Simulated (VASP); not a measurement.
# ZrC (I4mm) in VASP: a series of runs

Runs on ZrC. Level: PBE. Tasks: single point.

All numbers are computed with VASP 6.6.1; they aren't measurements. Logs are shortened: lines on timing, memory, paths and dates and some standing lists are left out, and cuts for length are marked.

### Step 1. The cell of the first run

The structure is tetragonal, space group I4mm (No. 107). The conventional cell has a = 3.324 Å, b = 3.324 Å, c = 4.700 Å, α = 90.00°, β = 90.00°, γ = 90.00°. Within 3.0 Å of Zr (site symmetry 4mm) lie 6 C at 2.29 to 2.41 Å. C (site symmetry 4mm) has 6 Zr at 2.29 to 2.41 Å within 3.0 Å.

### Step 2. Single point, PBE (all C atoms moved +0.062 Å, as atom 2 along Cartesian [0 0 1])

Input file INCAR:

```
SYSTEM = ZrC
PREC = Accurate ; ENCUT = 520
EDIFF = 1E-6 ; ISMEAR = 0
SIGMA = 0.15 ; LREAL = .False.
LASPH = .True. ; NELM = 80
ALGO = Normal ; ISIF = 2
LWAVE = .False. ; LCHARG = .False.
GGA = PE ; NBANDS = 15
```

Input file KPOINTS:

```
regular mesh
0
Gamma
  18 18 18
  0 0 0
```

Input file POSCAR:

```
ZrC
1.0
    0.0000000000      2.3502100000      2.3502100000
    2.3502100000      0.0000000000      2.3502100000
    2.3502100000      2.3502100000      0.0000000000
Zr C
1 1
Direct
    0.5000000000      0.5000000000      0.5000000000
    0.0132966841      0.0132966841     -0.0132966841
```

Potentials or basis: VASP PAW PBE potentials, release 64 (Zr_sv, C).

Run with:

```
$ cat potpaw_PBE.64/Zr_sv/POTCAR potpaw_PBE.64/C/POTCAR > POTCAR
$ mpirun -np 1 vasp_std > vasp.out
```

OUTCAR:

```text
SYSTEM = ZrC
   PREC = Accurate
   ENCUT = 520
   EDIFF = 1E-6
   ISMEAR = 0
   LREAL = .False.
   LASPH = .True.
   NELM = 80
   ISIF = 2
   GGA = PE

 ion  position               nearest neighbor table
   1  0.500  0.500  0.500-   2 2.29   2 2.35   2 2.35   2 2.35   2 2.35   2 2.41
   2  0.013  0.013  0.987-   1 2.29   1 2.35   1 2.35   1 2.35   1 2.35   1 2.41

  LATTYP: Found a face centered cubic cell.
 ALAT       =     4.7004200000

  Lattice vectors:

 A1 = (   0.0000000000,   2.3502100000,   2.3502100000)
 A2 = (   2.3502100000,   0.0000000000,   2.3502100000)
 A3 = (   2.3502100000,   2.3502100000,   0.0000000000)

Analysis of symmetry for initial positions (statically):
=====================================================================
 Subroutine PRICEL returns:
 Original cell was already a primitive cell.

 Routine SETGRP: Setting up the symmetry group for a
 face centered cubic supercell.

 Subroutine GETGRP returns: Found  8 space group operations
 (whereof  8 operations were pure point group operations)
 out of a pool of 48 trial point group operations.

The static configuration has the point symmetry C_4v.

Analysis of symmetry for dynamics (positions and initial velocities):
=====================================================================
 Subroutine PRICEL returns:
 Original cell was already a primitive cell.

 Routine SETGRP: Setting up the symmetry group for a
 face centered cubic supercell.

 Subroutine GETGRP returns: Found  8 space group operations
 (whereof  8 operations were pure point group operations)
 out of a pool of 48 trial point group operations.

The dynamic configuration has the point symmetry C_4v.

 Subroutine INISYM returns: Found  8 space group operations
 (whereof  8 operations are pure point group operations),
 and found     1 'primitive' translations

----------------------------------------------------------------------------------------

                                     Primitive cell

  volume of cell :      25.9627

  direct lattice vectors                    reciprocal lattice vectors
     0.000000000  2.350210000  2.350210000    -0.212746946  0.212746946  0.212746946
     2.350210000  0.000000000  2.350210000     0.212746946 -0.212746946  0.212746946
     2.350210000  2.350210000  0.000000000     0.212746946  0.212746946 -0.212746946

  length of vectors
     3.323698856  3.323698856  3.323698856     0.368488520  0.368488520  0.368488520

  position of ions in fractional coordinates (direct lattice)
     0.500000000  0.500000000  0.500000000
     0.013296684  0.013296684  0.986703316

  ion indices of the primitive-cell ions
   primitive index   ion index
                 1           1
                 2           2

----------------------------------------------------------------------------------------

 KPOINTS: regular mesh

Automatic generation of k-mesh.
 Grid dimensions read from file:
 generate k-points for:   18   18   18

 Generating k-lattice:

  Cartesian coordinates                     Fractional coordinates (reciprocal lattice)
    -0.011819275  0.011819275  0.011819275     0.055555556  0.000000000  0.000000000
     0.011819275 -0.011819275  0.011819275     0.000000000  0.055555556  0.000000000
     0.011819275  0.011819275 -0.011819275     0.000000000  0.000000000  0.055555556

  Length of vectors
     0.020471584  0.020471584  0.020471584

  Shift w.r.t. Gamma in fractional coordinates (k-lattice)
     0.000000000  0.000000000  0.000000000

 Subroutine IBZKPT returns following result:
 ===========================================

 Found    480 irreducible k-points:

 Following reciprocal coordinates:
            Coordinates               Weight
  0.000000  0.000000  0.000000      1.000000
  0.055556  0.000000  0.000000      8.000000
  0.111111  0.000000  0.000000      8.000000
  0.166667  0.000000  0.000000      8.000000
  0.222222  0.000000  0.000000      8.000000
  0.277778  0.000000  0.000000      8.000000
[... 16 lines left out ...]
  0.388889  0.055556  0.000000      8.000000
  0.000000  0.388889  0.055556     16.000000
 [... further k-points ...]
   k-points           NKPTS =    480   k-points in BZ     NKDIM =    480   number of bands    NBANDS=     15
   number of dos      NEDOS =    301   number of ions     NIONS =      2
   total plane-waves  NPLWV =  21952
   dimension x,y,z NGX =    28 NGY =   28 NGZ =   28
   dimension x,y,z NGXF=    56 NGYF=   56 NGZF=   56
   ions per type =               1   1
   NGX,Y,Z   is equivalent  to a cutoff of  14.01, 14.01, 14.01 a.u.
   NGXF,Y,Z  is equivalent  to a cutoff of  28.01, 28.01, 28.01 a.u.
 SYSTEM =  ZrC
   PREC   = accura    normal or accurate (medium, high low for compatibility)
   ISTART =      0    job   : 0-new  1-cont  2-samecut
   ICHARG =      2    charge: 1-file 2-atom 10-const
   ISPIN  =      1    spin polarized calculation?
   LNONCOLLINEAR =      F non collinear calculations
   LSORBIT =      F    spin-orbit coupling
   LASPH  =      T    aspherical Exc in radial PAW
   ENCUT  =  520.0 eV  38.22 Ry    6.18 a.u.   6.18  6.18  6.18*2*pi/ulx,y,z
   NELM   =     80;   NELMIN=  2; NELMDL= -5     # of ELM steps
   EDIFF  = 0.1E-05   stopping-criterion for ELM
   LREAL  =      F    real-space projection
   EDIFFG = 0.1E-04   stopping-criterion for IOM
   NSW    =      0    number of steps for IOM
   IBRION =     -1    ionic relax: 0-MD 1-quasi-New 2-CG
   NFREE  =      0    steps in history (QN), initial steepest desc. (CG)
   ISIF   =      2    stress and relaxation
   ISYM   =      2    0-nonsym 1-usesym 2-fastsym
   POTIM  = 0.5000    time-step for ionic-motion
   TEBEG  =    0.0;   TEEND  =   0.0 temperature during run
   PSTRESS=    0.0 pullay stress
   NELECT =      16.0000    total number of electrons
   NUPDOWN=      -1.0000    fix difference up-down
   EMIN   =  10.00;   EMAX   =-10.00  energy-range for DOS
   EFERMI =   0.00;   METHOD = LEGACY
   ISMEAR =     0;   SIGMA  =   0.15  broadening in eV -4-tet -1-fermi 0-gaus
   EFERMI_NEDOS =   21; number of points for ismear=-14 and -15
   IALGO  =     38    algorithm
   IMIX   =      4    mixing-type and parameters
     AMIX     =   0.40;   BMIX     =  1.00
     AMIX_MAG =   1.60;   BMIX_MAG =  1.00
  volume/ion in A,a.u.               =      12.98        87.60
  Fermi-wavevector in a.u.,A,eV,Ry     =   1.393151  2.632673 26.407131  1.940869
  Thomas-Fermi vector in A             =   2.516825
   LORBIT       =      0    0 simple, 1 ext, 2 COOP (PROOUT), +10 PAW based schemes
   GGA     = PE    functional components
   LHFCALC =     F    Hartree Fock is set to
   AEXX    =    0.0000 exact exchange contribution
   IVDW    =     0    specifies the selected vdW correction
   LEPSILON=     F    determine dielectric tensor
   LRPA    =     F    only Hartree local field effects (RPA)
 non-spin polarized calculation
 Gauss-broadening in eV      SIGMA  =   0.15
  energy-cutoff  :      520.00
  volume of cell :       25.96
 maximum number of plane-waves:       725
 NGX is ok and might be reduce to    28
   NGX = 13   NGY = 13   NGZ = 13

 number of electron      16.0000000 magnetization

 Free energy of the ion-electron system (eV)
  ---------------------------------------------------
  ext. energy  EPLUGINS =         0.00000000
  ---------------------------------------------------
  free energy    TOTEN  =       -19.44898433 eV

  energy without entropy =      -19.44552032  energy(sigma->0) =      -19.44725233

 E-fermi :   9.6385     XC(G=0): -12.1316

 val. band max:        9.6368366446   @ k =   0.0000  -0.0556   0.0556
 cond. band min:       9.6409221400   @ k =   0.0556   0.0556   0.0000
 fundamental gap:      0.0040854953
 Fermi energy:         9.6384890226

 k-point     1 :       0.0000    0.0000    0.0000
  band No.  band energies     occupation
      1     -38.4926      2.00000
      2     -16.2042      2.00000
      3     -16.2039      2.00000
      4     -16.2039      2.00000
      5      -1.6897      2.00000
      6      10.2577      0.00000
      7      10.2577      0.00000
      8      10.4347      0.00000
      9      10.7063      0.00000
     10      11.0079      0.00000
     11      11.0079      0.00000
     12      12.4252      0.00000
     13      12.5678      0.00000
     14      16.9096      0.00000
     15      20.0692      0.00000

 k-point     2 :       0.0556    0.0000    0.0000
  band No.  band energies     occupation
      1     -38.4896      2.00000
      2     -16.2319      2.00000
      3     -16.2064      2.00000
      4     -16.2063      2.00000
      5      -1.6191      2.00000
      6       9.7329      0.37349
      7       9.9729      0.00162
      8      10.1555      0.00000
      9      10.8508      0.00000
     10      11.0068      0.00000
     11      11.2499      0.00000
     12      12.8568      0.00000
     13      12.9676      0.00000
     14      17.0651      0.00000
     15      20.2639      0.00000

 k-point     3 :       0.1111    0.0000    0.0000
  band No.  band energies     occupation
      1     -38.4808      2.00000
      2     -16.3112      2.00000
      3     -16.2134      2.00000
      4     -16.2133      2.00000
      5      -1.4132      2.00000
      6       8.9604      2.00000
      7       9.3573      1.99199
      8       9.4687      1.89053
      9      11.1054      0.00000
     10      11.1671      0.00000
     11      11.5984      0.00000
     12      13.7431      0.00000
     13      13.8210      0.00000
     14      17.4805      0.00000
     15      20.8101      0.00000

 k-point     4 :       0.1667    0.0000    0.0000
  band No.  band energies     occupation
      1     -38.4674      2.00000
      2     -16.4304      2.00000
      3     -16.2240      2.00000
      4     -16.2239      2.00000
      5      -1.0881      2.00000
      6       8.1217      2.00000
      7       8.7044      2.00000
      8       8.7692      2.00000
      9      11.4493      0.00000
     10      11.4844      0.00000
     11      11.9052      0.00000
     12      14.7753      0.00000
     13      14.8350      0.00000
     14      18.0267      0.00000
     15      21.5882      0.00000
[... 307 lines left out ...]
 k-point    22 :       0.0000    0.3333    0.0556
  band No.  band energies     occupation
      1     -38.4202      2.00000
      2     -16.8100      2.00000
      3     -16.2783      2.00000
      4     -16.2616      2.00000
      5       0.1645      2.00000
      6       5.8835      2.00000
      7       7.2454      2.00000
      8       7.5113      2.00000
      9      12.1789      0.00000
     10      13.1621      0.00000
     11      13.3218      0.00000
     12      17.1010      0.00000
     13      17.8496      0.00000
     14      18.8655      0.00000
     15      23.3585      0.00000

 k-point    23 :       0.3889    0.0556    0.0000
  band No.  band energies     occupation
      1     -38.4055      2.00000
      2     -16.9258      2.00000
      3     -16.2868      2.00000
      4     -16.2768      2.00000
      5       0.6496      2.00000
      6       5.2273      2.00000
      7       6.9600      2.00000
      8       7.1351      2.00000
      9      12.7501      0.00000
     10      13.6818      0.00000
     11      13.8866      0.00000
     12      17.7992      0.00000
     13      18.0230      0.00000
     14      19.1585      0.00000
     15      23.8317      0.00000

 k-point    24 :       0.0000    0.3889    0.0556
  band No.  band energies     occupation
      1     -38.4055      2.00000
      2     -16.9256      2.00000
      3     -16.2868      2.00000
      4     -16.2768      2.00000
      5       0.6489      2.00000
      6       5.2265      2.00000
      7       6.9493      2.00000
      8       7.1497      2.00000
      9      12.7450      0.00000
     10      13.6681      0.00000
     11      13.8913      0.00000
     12      17.8012      0.00000
     13      18.0937      0.00000
     14      19.0931      0.00000
     15      23.7940      0.00000

 [... further k-points ...]

------------------------ aborting loop because EDIFF is reached ----------------------------------------

  FORCE on cell =-STRESS in cart. coord.  units (eV):
  Direction    XX          YY          ZZ          XY          YZ          ZX
  --------------------------------------------------------------------------------------
  -------------------------------------------------------------------------------------
  Total        0.2279647      0.2279647      0.3920894      0.0000000      0.0000000      0.0000000
  in kB       14.0678669     14.0678669     24.1961168      0.0000000      0.0000000      0.0000000
  external PRESSURE =      17.4439502 kB  Pullay stress =       0.0000000 kB

 VOLUME and BASIS-vectors are now :
 -----------------------------------------------------------------------------
  energy-cutoff  :      520.00
  volume of cell :       25.96
      direct lattice vectors                 reciprocal lattice vectors
     0.000000000  2.350210000  2.350210000    -0.212746946  0.212746946  0.212746946
     2.350210000  0.000000000  2.350210000     0.212746946 -0.212746946  0.212746946
     2.350210000  2.350210000  0.000000000     0.212746946  0.212746946 -0.212746946

 POSITION                                       TOTAL-FORCE (eV/Angst)
 -----------------------------------------------------------------------------------
      2.35021      2.35021      2.35021         0.000000      0.000000      0.432560
      2.35021      2.35021      0.06250         0.000000      0.000000     -0.432560
 -----------------------------------------------------------------------------------
    total drift:                                0.000000      0.000000      0.000039

  FREE ENERGIE OF THE ION-ELECTRON SYSTEM (eV)
  ---------------------------------------------------
  free  energy   TOTEN  =       -19.4489843335 eV

  energy  without entropy=      -19.4455203181  energy(sigma->0) =      -19.44725233
```

Run time: 1.7 min. Hardware: 1 thread of Intel Xeon 6975P-C (Granite Rapids), shared host; peak memory 0.31 GiB.

Results:

* Free energy: -19.4490 eV
* Pressure: 1.7 GPa
* Largest force: 0.433 eV/Å
* Band gap on the k mesh: zero (bands 8 and 9 overlap by 1.19 eV)

Forces on the atoms (eV/Å):
```
Zr   0.000  0.000  0.433
C    0.000  0.000 -0.433
```

Caveat: the cell differs from its parent crystal (all C atoms moved +0.062 Å, as atom 2 along Cartesian [0 0 1]).

### Step 3. Single point, PBE (all C atoms moved +0.037 Å, as atom 2 along Cartesian [0 0 1])

Input file INCAR:

```
  ALGO = Normal
  EDIFF = 1E-7
  ENCUT = 520
  GGA = PE
  ISIF = 2
  ISMEAR = 0
  LASPH = True
  LCHARG = True
  LELF = True
  LREAL = False
  LVHAR = True
  LWAVE = False
  NBANDS = 15
  NELM = 60
  PREC = Accurate
  SIGMA = 0.15
```

Input file KPOINTS:

```
k-points
0
Gamma
  18 18 18
```

Changes to POSCAR since step 2:

```diff
@@ -9,2 +9,2 @@
     0.5000000000      0.5000000000      0.5000000000
-    0.0132966841      0.0132966841     -0.0132966841
+    0.0079780105      0.0079780105     -0.0079780105
```

Potentials or basis: VASP PAW PBE potentials, release 64 (Zr_sv, C).

Run with:

```
$ cat potpaw_PBE.64/Zr_sv/POTCAR potpaw_PBE.64/C/POTCAR > POTCAR
$ mpirun -np 1 vasp_std > vasp.out
```

Run time: 97 s. Hardware: 1 thread of Intel Xeon 6975P-C (Granite Rapids), shared host; peak memory 0.31 GiB.

The run converged. Its results:

* Free energy: -19.4577 eV
* Pressure: 1.6 GPa
* Largest force: 0.262 eV/Å
* Band gap on the k mesh: zero (bands 8 and 9 overlap by 1.26 eV)

Forces on the atoms (eV/Å):
```
Zr   0.000  0.000  0.262
C    0.000  0.000 -0.262
```

Stress tensor (GPa, compression positive):
```
1.43 0.00 0.00
0.00 1.43 0.00
0.00 0.00 1.79
```

Levels at points of the mesh, in eV from the Fermi level:
| k point | band 5 | band 6 | band 7 | band 8 | band 9 | band 10 | band 11 | band 12 |
| --- | --- | --- | --- | --- | --- | --- | --- | --- |
| (0.00, 0.00, 0.00) | -11.32 | 0.77 | 0.77 | 0.88 | 1.08 | 1.23 | 1.23 | 2.80 |
| (0.50, 0.00, 0.00) | -8.25 | -5.31 | -2.95 | -2.94 | 4.48 | 4.49 | 5.31 | 6.51 |
| (0.50, 0.50, 0.00) | -10.16 | -2.07 | -1.78 | 0.04 | 0.04 | 4.44 | 5.65 | 5.65 |
| (0.00, 0.50, 0.50) | -10.16 | -2.08 | -1.80 | 0.04 | 0.08 | 4.44 | 5.65 | 5.65 |

Caveat: the cell differs from its parent crystal (all C atoms moved +0.037 Å, as atom 2 along Cartesian [0 0 1]).

[end of part 1 of 2]
